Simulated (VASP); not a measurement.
Cu: single point with PBE

Crystal: Cu.

```
CELL_PARAMETERS angstrom
0.00000 1.85447 1.85447
1.85447 0.00000 1.85447
1.85447 1.85447 0.00000
ATOMIC_POSITIONS crystal
Cu 0.00000 0.00000 0.00000
```

```yaml
Program: VASP 6.6.1
Task: single point
Functional: PBE
Potentials_or_basis: VASP PAW PBE potentials, release 64 (Cu)
Cutoff: 600 eV
k_mesh: 11 × 11 × 11
Occupations: fermi-dirac, width 0.1 eV
Spin: no spin polarisation
Dipole_correction: no
Further_INCAR_settings: ALGO = Normal; EDIFF = 1e-06; NBANDS = 12
```

| Quantity | Value |
| --- | --- |
| Pressure | -7.3 GPa |

Levels at points of the mesh, in eV from the Fermi level:
```tsv
k point	band 4	band 5	band 6	band 7	band 8	band 9
(0.00, 0.00, 0.00)	-2.92	-2.19	-2.19	21.86	23.92	23.92
```

Wall time 16 s on 1 thread of Intel Xeon 8259CL (shared host), peak memory 0.14 GiB.
